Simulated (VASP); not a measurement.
A run of VASP 6.6.1:

INCAR

```
  ALGO = Normal
  EDIFF = 1E-7
  EDIFFG = -0.01
  ENCUT = 600
  GGA = PE
  IBRION = 2
  ISIF = 3
  ISMEAR = -1
  LASPH = T
  LCHARG = F
  LREAL = F
  LWAVE = F
  NELM = 80
  NSW = 80
  PREC = Accurate
  PSTRESS = 50.0
  SIGMA = 0.1
```

The input KPOINTS:

```
k-points
0
Gamma
  7 7 7
```

The input POSCAR:

```
Y
1.0
    3.3100000000      0.0000000000      0.0000000000
    0.0000000000      3.3100000000      0.0000000000
    0.0000000000      0.0000000000      3.3100000000
Y
1
Direct
    0.0000000000      0.0000000000      0.0000000000
```

Potentials or basis: VASP PAW PBE potentials, release 64 (Y_sv).

The run is started by

```sh
$ cat potpaw_PBE.64/Y_sv/POTCAR > POTCAR
$ mpirun -np 1 vasp_std > vasp.out
```

Hardware: 1 thread of AMD EPYC 7571, on a shared host.

How long does it take, and how much memory?

It took 54 s on 1 thread of AMD EPYC 7571 (shared host), peak memory 0.15 GiB. Counts: scf iterations 34, k points 20, ion steps 3.
